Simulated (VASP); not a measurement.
LiF, 2 atoms in the cell. Symmetry: I4/mmm, No. 139, tetragonal system. The conventional cell has a = 2.736 Å, b = 2.736 Å, c = 3.932 Å, α = 90.00°, β = 90.00°, γ = 90.00°. Within 2.6 Å of Li (site symmetry 4/mmm) lie 6 F at 1.93 to 1.97 Å. F (site symmetry 4/mmm) has 6 Li at 1.93 to 1.97 Å within 2.6 Å.  This cell differs from its parent crystal: in-plane strain -0.01.

```yaml
Program: VASP 6.6.1
Task: single point
Functional: LDA
Potentials_or_basis: VASP PAW LDA potentials, release 64 (Li_sv, F)
Cutoff: 520 eV
k_mesh: 10 × 10 × 10
Occupations: gaussian, width 0.01 eV
Spin: no spin polarisation
Dipole_correction: no
Further_INCAR_settings: ALGO = Normal; EDIFF = 1e-06; NBANDS = 12
```

Potentials or basis: VASP PAW LDA potentials, release 64 (Li_sv, F).

Run with:

```console
$ cat potpaw_LDA.64/Li_sv/POTCAR potpaw_LDA.64/F/POTCAR > POTCAR
$ mpirun -np 1 vasp_std > vasp.out
```

Hardware: 1 thread of AMD EPYC 7R13, with other jobs on the host.

Q: How long does it take, and how much memory?

A: Run time: 32 s on 1 thread of AMD EPYC 7R13, on a shared host, peak memory 0.09 GiB. Counts: scf iterations 11, k points 102.
